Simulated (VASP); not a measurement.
Wanted: the native input for a VASP 6.6.1 run.

| Item | Value |
| --- | --- |
| Task | single point |
| Functional | PBE |
| Potentials or basis | VASP PAW PBE potentials, release 64 (Zn, Cd, O) |
| Cutoff | 520 eV |
| k mesh | 6 × 4 × 4 |
| Occupations | gaussian, width 0.2 eV |
| Spin | no spin polarisation |
| Dipole correction | no |
| Further INCAR settings | ALGO = Normal; EDIFF = 1e-06; NBANDS = 66 |

The structure of ZnCd2O3 lies in POSCAR:

```
ZnCd2O3
1.0
    3.4828659592     -0.0020563403      0.0040401157
   -0.0035384271      6.0337467542      0.0035153329
    0.0101605670      0.0050892480      8.7286121212
Zn Cd O
2 4 6
Direct
    0.0000523346      0.0000054537      0.3345791439
    0.4999280680      0.4999856771      0.3346599582
    1.0002379008      0.3333316840      0.0142865460
    0.5003992383      0.8334075680      0.0142880897
    0.4994533920      0.1665257482      0.6602144036
    0.9995073220      0.6665210803      0.6602736540
    0.5003418448      0.1668071236      0.9122062760
    1.0005922046      0.6667695718      0.9122704557
   -0.0003642826     -0.0000760499      0.5596477831
    0.4996701175      0.4999847703      0.5596160444
    1.0001228581      0.3333873175      0.2689795906
    0.5000590019      0.8333500554      0.2689780549
```

These files were run (other wordings do the same):

INCAR

```
SYSTEM = ZnCd2O3
ALGO = Normal
EDIFF = 1E-6
ENCUT = 520
GGA = PE
ISIF = 2
ISMEAR = 0
LASPH = .True.
LCHARG = .False.
LREAL = .False.
LWAVE = .False.
NBANDS = 66
NELM = 80
PREC = Accurate
SIGMA = 0.2
```

KPOINTS

```
k-points
0
Gamma
  6 4 4
  0 0 0
```

Potentials or basis: VASP PAW PBE potentials, release 64 (Zn, Cd, O).

The run is started by

```sh
$ cat potpaw_PBE.64/Zn/POTCAR potpaw_PBE.64/Cd/POTCAR potpaw_PBE.64/O/POTCAR > POTCAR
$ mpirun -np 1 vasp_std > vasp.out
```

It gave:

The pressure is 1.0 GPa and the largest force is 0.041 eV/Å.

It took 20 min on 1 thread of Intel Xeon 8259CL (shared host), peak memory 0.62 GiB.
